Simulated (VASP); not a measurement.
Crystal: ZnCu3.

```xyz
8
Lattice="4.5986 0.0000 0.0000 0.0000 4.5986 0.0000 0.0000 0.0000 4.5986" Properties=species:S:1:pos:R:3 pbc="T T T"
Zn    0.0000    0.0000    0.0000
Zn    2.2993    2.2993    2.2993
Cu    0.0000    2.2993    1.1497
Cu    0.0000    2.2993    3.4490
Cu    1.1497    0.0000    2.2993
Cu    3.4490    0.0000    2.2993
Cu    2.2993    3.4490    0.0000
Cu    2.2993    1.1497    0.0000
```

| Quantity | Value |
| --- | --- |
| Program | VASP 6.6.1 |
| Task | relaxation of cell and atoms |
| Functional | PBE |
| Potentials or basis | VASP PAW PBE potentials, release 64 (Zn, Cu) |
| Cutoff | 600 eV |
| k mesh | 4 × 4 × 4 |
| Occupations | gaussian, width 0.1 eV |
| Spin | no spin polarisation |

At the start: pressure 7.3 GPa; volume 12.16 Å³/atom.

Where does the relaxation end?

Over 3 steps the energy falls by 14.9 meV/atom and the volume is 12.84 Å³/atom (+5.7 %); space group Pm-3n (No. 223, to 0.05 Å).

Step by step:
```tsv
step	energy change (eV)	largest force (eV/Å)	pressure (GPa)	volume (Å³)
1	0.0000	0.0000	7.33	97.25
2	-0.0977	0.0000	-2.63	105.29
3	-0.1191	0.0000	0.01	102.75
```

Final structure:
```yaml
crystal:
  lattice:
    - [4.68374, 0.00000, 0.00000]
    - [0.00000, 4.68374, 0.00000]
    - [0.00000, 0.00000, 4.68374]
  atoms:
    - { symbol: Zn, position: [0.00000, 0.00000, 0.00000] }
    - { symbol: Zn, position: [0.50000, 0.50000, 0.50000] }
    - { symbol: Cu, position: [0.00000, 0.50000, 0.25000] }
    - { symbol: Cu, position: [0.00000, 0.50000, 0.75000] }
    - { symbol: Cu, position: [0.25000, 0.00000, 0.50000] }
    - { symbol: Cu, position: [0.75000, 0.00000, 0.50000] }
    - { symbol: Cu, position: [0.50000, 0.75000, 0.00000] }
    - { symbol: Cu, position: [0.50000, 0.25000, 0.00000] }
```
